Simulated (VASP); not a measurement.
Here is a VASP 6.6.1 calculation.

File INCAR:

```
SYSTEM = H3C2N
PREC = Accurate ; ENCUT = 520
EDIFF = 1E-7 ; ISMEAR = -1
SIGMA = 0.05 ; LREAL = Auto
LASPH = .True. ; NELM = 80
ALGO = Normal ; ISIF = 2
LWAVE = .False. ; LCHARG = .False.
GGA = PE ; IVDW = 12
NBANDS = 72
```

File KPOINTS:

```
regular mesh
0
Gamma
  1 1 1
  0 0 0
```

The input POSCAR:

```
H3C2N
1.0
    8.0517480000      0.0000000000      0.0000000000
    0.0000000000      8.0517480000      0.0000000000
    0.0000000000      0.0000000000      8.0517480000
C N H
12 6 18
Direct
    0.3807664726      0.2125295652      0.3252726845
    0.4740070591      0.2874488545      0.4590274223
    0.3086285861      0.7667230179      0.4362976695
    0.3296576250      0.6645509569      0.2892909496
    0.8791377546      0.5657150630      0.4315878676
    0.8949498105      0.6516387436      0.2739587497
    0.7750465306      0.1318971004      0.8514820795
    0.6222920783      0.0714442586      0.9251071740
    0.8507355615      0.0937655515      0.3083693304
    0.7665397253     -0.0070261246      0.4310157853
    0.2302737045      0.3376338439      0.8625911015
    0.1629170981      0.2394192764      0.7269194250
    0.5482423026      0.3499388302      0.5661308910
    0.3451802566      0.5803315667      0.1729684468
    0.9087955004      0.7227102042      0.1489595628
    0.5008213896      0.0264118813      0.9889153845
    0.6932093672     -0.0873143565      0.5260979729
    0.1064903243      0.1623463865      0.6181037553
    0.3595314832      0.3068017554      0.2290186736
    0.4481308912      0.1078601635      0.2699196283
    0.2614530570      0.1691683009      0.3749316148
    0.4294943957      0.8130506667      0.4802361753
    0.2271253892      0.8726343504      0.4095553482
    0.2519720100      0.6932198243      0.5363330660
    0.8952756879      0.6543682144      0.5339965614
    0.7549532342      0.5110317796      0.4456328463
    0.9729209425      0.4670728361      0.4421815693
    0.8616937364      0.0289163811      0.8313933332
    0.7472265550      0.1915012952      0.7322274927
    0.8322556181      0.2246142482      0.9337384741
    0.8544591611      0.2235679008      0.3496092593
    0.9775609004      0.0485149328      0.2890104964
    0.7822885175      0.0838250360      0.1908209951
    0.3653118564      0.3210794318      0.8693931124
    0.2029847118      0.4701597367      0.8447353203
    0.1757920054      0.2980984265      0.9813119812
```

Potentials or basis: VASP PAW PBE potentials, release 64 (C, N, H).

Run with:

```bash
$ cat potpaw_PBE.64/C/POTCAR potpaw_PBE.64/N/POTCAR potpaw_PBE.64/H/POTCAR > POTCAR
$ mpirun -np 1 vasp_gam > vasp.out
```

**Question.** Estimate the dispersion energy per atom.

**Answer.** -0.046 eV.

**Question.** What does it give for the band gap on the k mesh?

**Answer.** 6.33 eV.

**Question.** Estimate the largest force.

**Answer.** 0.412 eV/Å.

**Question.** Predict the pressure.

**Answer.** 0.1 GPa.

Stress tensor (GPa, compression positive):
```
 0.18  0.09 -0.14
 0.09  0.00 -0.07
-0.14 -0.07  0.12
```

Caveat: the k points lie up to 0.78 Å⁻¹ apart.
